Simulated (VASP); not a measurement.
Runs of VASP 6.6.1 on Ca. The structure is that of space group Im-3m (No. 229), or close to it. The cells are those of the table. 

```csv
cell,gap on the mesh (eV),pressure (GPa)
"a = 4.014 Å, angles 109.5°, 1 atom",none,-1.5
"a = 3.704 Å, angles 109.5°, 1 atom",none,(a)
"a = 3.966 Å, angles 109.5°, 1 atom",none,-1.1
"a = 3.865 Å, angles 109.5°, 1 atom",none,0.0
```

Alike in all rows: task single point; level RPBE; potentials or basis VASP PAW PBE potentials, release 64 (Ca_sv); no spin polarisation; k mesh 11 × 11 × 11; cutoff (eV) 520; smearing fermi-dirac 0.1 eV.

**Question.** Estimate the missing entries.

**Answer.** (a) 2.5.

Caveats: the PAW data sets were made with another functional, which shifts forces and pressure a little.

A gap of «none» marks levels without a gap at the run's occupations.
